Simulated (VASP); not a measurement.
Input of a VASP 6.6.1 run:

The input INCAR:

```
SYSTEM = Na3LaN2
PREC = Accurate ; ENCUT = 520
EDIFF = 1E-6 ; ISMEAR = 0
SIGMA = 0.1 ; LREAL = .False.
LASPH = .True. ; NELM = 80
ALGO = Normal ; ISIF = 2
LWAVE = .False. ; LCHARG = .True.
GGA = PE ; LELF = .True.
LVHAR = .True. ; NBANDS = 30
```

The input KPOINTS:

```
regular mesh
0
Gamma
  6 6 2
  0 0 0
```

File POSCAR:

```
Na3LaN2
1.0
    3.6191343500      0.0000000000      0.0000000000
    0.0000000000      3.6191343500      0.0000000000
    0.0000000000      0.0000000000      7.8636684700
Na La N
3 1 2
Direct
    0.5000000000      0.0000000000      0.6250519800
    0.0000000000      0.5000000000      0.3749480200
    0.5000000000      0.5000000000      0.0000000000
    0.0000000000      0.0000000000      0.0000000000
    0.5000000000      0.0000000000      0.2626059900
    0.0000000000      0.5000000000      0.7373940100
```

Potentials or basis: VASP PAW PBE potentials, release 64 (Na_pv, La, N).

Run with:

```bash
$ cat potpaw_PBE.64/Na_pv/POTCAR potpaw_PBE.64/La/POTCAR potpaw_PBE.64/N/POTCAR > POTCAR
$ mpirun -np 1 vasp_std > vasp.out
```

Question: What does it give for the band gap on the k mesh?

Answer: Zero (band 21 reaches 4.19 eV, above the bottom of band 22 at 4.14 eV).

Question: What does it give for the pressure?

Answer: 1.9 GPa.

Question: What does it give for the largest force?

Answer: 3.219 eV/Å.

Forces on the atoms (eV/Å):
```
Na   0.000  0.000 -0.031
Na   0.000  0.000  0.031
Na   0.000  0.000  0.000
La   0.000  0.000  0.000
N    0.000  0.000 -3.219
N    0.000  0.000  3.219
```

Caveat: the k points lie up to 0.40 Å⁻¹ apart; spin-orbit coupling is left out, which moves the levels of the heavy elements; forces of over 1 eV/Å act on the atoms, so gaps and moduli don't describe the material at rest.
